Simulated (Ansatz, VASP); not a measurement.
## Y4I: VASP beside Ansatz

Contents of INCAR:

```
SYSTEM = Y4I
PREC = Accurate
ENCUT = 600
EDIFF = 1E-7
ISMEAR = 0
SIGMA = 0.1
LREAL = .False.
LASPH = .True.
NELM = 100
ALGO = Normal
ISIF = 3
LWAVE = .False.
LCHARG = .False.
GGA = PE
IBRION = 2
NSW = 90
EDIFFG = -0.04
```

KPOINTS

```
regular mesh
0
Gamma
  4 4 4
  0 0 0
```

File POSCAR:

```
Y4I
1.0
   -3.2981388800      3.2981388800      3.2981388800
    3.2981388800     -3.2981388800      3.2981388800
    3.2981388800      3.2981388800     -3.2981388800
Y I
4 1
Direct
    0.0000000000      0.0000000000      0.5000000000
    0.0000000000      0.5000000000      0.0000000000
    0.5000000000      0.0000000000      0.0000000000
    0.5000000000      0.5000000000      0.5000000000
    0.0000000000      0.0000000000      0.0000000000
```

Input for Ansatz:

```yaml
crystal:
  lattice:
    - [-3.29813888, 3.29813888, 3.29813888]
    - [3.29813888, -3.29813888, 3.29813888]
    - [3.29813888, 3.29813888, -3.29813888]
  atoms:
    - { symbol: "Y", position: [0.0, 0.0, 0.5] }
    - { symbol: "Y", position: [0.0, 0.5, 0.0] }
    - { symbol: "Y", position: [0.5, 0.0, 0.0] }
    - { symbol: "Y", position: [0.5, 0.5, 0.5] }
    - { symbol: I, position: [0.0, 0.0, 0.0] }
basis:
  ecutwfc: 420
kpoints:
  mp_grid: { grid: [4, 4, 4] }
hamiltonian:
  xc: pbe
scf:
  occupations: { method: gaussian, width: 0.1 }
  lower_state_search: "off"
output:
  forces: true
  stress: true
  eigenvalues: true
relax:
  adjacent_minimum: "off"
  f_tol: 0.04
  max_steps: 70
  cell: { stress_tol: 0.4 }
```

Change from the starting cell: species swapped into the CrGa4 type (Im-3m, No. 229).

Alike in both runs: task relaxation of cell and atoms; functional PBE; k mesh 4 × 4 × 4; occupations gaussian, width 0.1 eV; no spin polarisation.

```csv
,VASP,Ansatz
version,VASP 6.6.1,Ansatz 0.2.0
potentials or method,"VASP PAW PBE potentials, release 64 (Y_sv, I), cutoff 600 eV","scalar-relativistic, plane waves, PAW"
valence electrons in the cell,51,61
```

Ansatz gave:

```
gap on the k mesh at the Fermi level, each at its own relaxed structure (eV) : none
relaxed volume (Å³/atom)                                                     : 35.43
relaxed length of the cell vector where the two differ most in proportion (Å)              : 6.128
```

Q: Estimate VASP's values.

A: gap on the k mesh at the Fermi level, each at its own relaxed structure (eV): none; relaxed volume (Å³/atom): 35.34; relaxed length of the cell vector where the two differ most in proportion (Å): 6.123.

A gap of «none» marks a metal or a gap that the smearing closes. VASP's potentials hold 51 valence electrons a cell and Ansatz's 61, so a difference there can come from the potentials and not from the codes.

Neither program's run includes spin-orbit coupling. Noted on VASP's run: the volume moved by over 15 % at a fixed basis, so the end points are rough.
